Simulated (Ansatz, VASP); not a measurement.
## One calculation of Pb, two programs

The input INCAR:

```
SYSTEM = Pb
PREC = Accurate
ENCUT = 520
EDIFF = 1E-6
ISMEAR = -1
SIGMA = 0.1
LREAL = .False.
LASPH = .True.
NELM = 100
ALGO = Normal
ISIF = 2
LWAVE = .False.
LCHARG = .True.
GGA = B5
ALDAX = 1.0
AGGAX = 1.0
AGGAC = 1.0
ALDAC = 0.0
LELF = .True.
LVHAR = .True.
NBANDS = 13
```

The input KPOINTS:

```
Automatic mesh
0
Gamma
  15 15 15
  0 0 0
```

The input POSCAR:

```
Pb
1.0
    3.4316701646      0.0000000000      0.0000000000
    0.0000000000      3.4316701646      0.0000000000
    0.0000000000      0.0000000000      3.4316701646
Pb
1
Direct
    0.0000000000      0.0000000000      0.0000000000
```

Input for Ansatz:

```yaml
crystal:
  lattice:
    - [3.4316701646, 0.0, 0.0]
    - [0.0, 3.4316701646, 0.0]
    - [0.0, 0.0, 3.4316701646]
  atoms:
    - { symbol: Pb, position: [0.0, 0.0, 0.0] }
hamiltonian:
  xc: blyp
  pseudopotentials:
    kind: paw
    azcp:
      Pb: "pseudopotentials/Pb.paw.azcp"
basis:
  ecutwfc: 420
  fft_grid_basis: typed
kpoints:
  mp_grid: { grid: [15, 15, 15], shift: [0, 0, 0] }
magnetization:
  spin_polarized: false
scf:
  occupations: { method: fermi_dirac, width: 0.1 }
output:
  stress: true
```

Alike in both runs: task single point; functional BLYP; k mesh 15 × 15 × 15; occupations fermi-dirac, width 0.1 eV; no spin polarisation.

|  | VASP | Ansatz |
| --- | --- | --- |
| version | VASP 6.6.1 | Ansatz 0.2.0 |
| potentials or method | VASP PAW PBE potentials, release 64 (Pb_d), cutoff 520 eV | plane waves (420 eV) with PAW, scalar-relativistic |
| valence electrons in the cell | 14 | 14 |

```csv
,VASP,Ansatz,Ansatz less VASP
pressure (GPa),-1.7,-1.7,-0.01
```

VASP's potentials were made for PBE, not for BLYP. With one functional, cell and mesh, what is left measures potentials, basis and numerics.

Spin-orbit coupling is off throughout.
